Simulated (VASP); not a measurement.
Set up this calculation in VASP 6.6.1, as the native input.

```yaml
Task: single point
Functional: PBEsol
Potentials_or_basis: VASP PAW PBE potentials, release 64 (Ge_d)
Cutoff: 520 eV
k_mesh: 13 × 13 × 13
Occupations: methfessel-paxton, width 0.1 eV
Spin: no spin polarisation
Dipole_correction: no
Further_INCAR_settings: ALGO = Normal; EDIFF = 1e-07; NBANDS = 21
```

The structure of Ge lies in POSCAR:

```
Ge
1.0
    3.9142559924      0.0000000030      0.0000000086
   -2.8592320955      2.6732362032      0.0000000077
   -0.3237519355     -1.4170343946      3.6343635183
Ge
2
Direct
    0.1859430000      0.9359430000      0.2500000000
    0.8140570000      0.0640570000      0.7500000000
```

The input as run:

INCAR

```
SYSTEM = Ge
ALGO = Normal
EDIFF = 1E-7
ENCUT = 520
GGA = PS
ISIF = 2
ISMEAR = 1
LASPH = .True.
LCHARG = .True.
LELF = .True.
LREAL = .False.
LVHAR = .True.
LWAVE = .False.
NBANDS = 21
NELM = 100
PREC = Accurate
SIGMA = 0.1
```

KPOINTS

```
k-points
0
Gamma
  13 13 13
  0 0 0
```

Potentials or basis: VASP PAW PBE potentials, release 64 (Ge_d).

Command:

```console
$ cat potpaw_PBE.64/Ge_d/POTCAR > POTCAR
$ mpirun -np 1 vasp_std > vasp.out
```

It gave:

The pressure is -2.7 GPa, the largest force is 0.062 eV/Å and the band gap on the k mesh is zero (band 14 reaches 8.84 eV, above the bottom of band 15 at 3.38 eV).

Caveat: the PAW data sets were made with another functional, which shifts forces and pressure a little.

It took 4.8 min on 1 thread of AMD EPYC 7R13 Processor (Zen 3), with other jobs on the host, peak memory 0.3 GiB.
